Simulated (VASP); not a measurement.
Sn: single point with PBE

The system is Sn.

```
Sn
1.0
     0.00000    3.25940    3.25940
     3.25940    0.00000    3.25940
     3.25940    3.25940    0.00000
Sn
2
Direct
  0.00000 0.00000 0.00000
  0.25000 0.25000 0.25000
```

This isn't the form of Sn at room conditions, which is tetragonal (white tin).

```json
{
  "Program": "VASP 6.6.1",
  "Task": "single point",
  "Functional": "PBE",
  "Potentials or basis": "VASP PAW PBE potentials, release 64 (Sn_d)",
  "Cutoff": "520 eV",
  "k mesh": "12 × 12 × 12",
  "Occupations": "gaussian, width 0.1 eV",
  "Spin": "no spin polarisation"
}
```

- Pressure: 2.5 GPa
- Band gap on the k mesh: zero (bands 14 and 15 overlap by 0.12 eV)

Levels at points of the mesh, in eV from the Fermi level:
```csv
k point,band 10,band 11,band 12,band 13,band 14,band 15,band 16,band 17,band 18,band 19
"(0.00, 0.00, 0.00)",-21.30,-10.52,-0.74,0.08,0.08,0.08,2.15,2.15,2.15,5.00
"(0.50, 0.00, 0.00)",-21.26,-8.93,-6.25,-1.10,-1.10,-0.04,3.22,3.22,5.65,8.45
"(0.50, 0.50, 0.00)",-21.24,-7.47,-7.47,-2.42,-2.42,0.83,0.83,7.63,7.63,9.21
```

Run time: 80 s on 1 thread of Intel(R) Xeon(R) 6975P-C (Granite Rapids), with other jobs on the host, peak memory 0.24 GiB.

Caveat: spin-orbit coupling is left out, which moves the levels of the heavy elements.
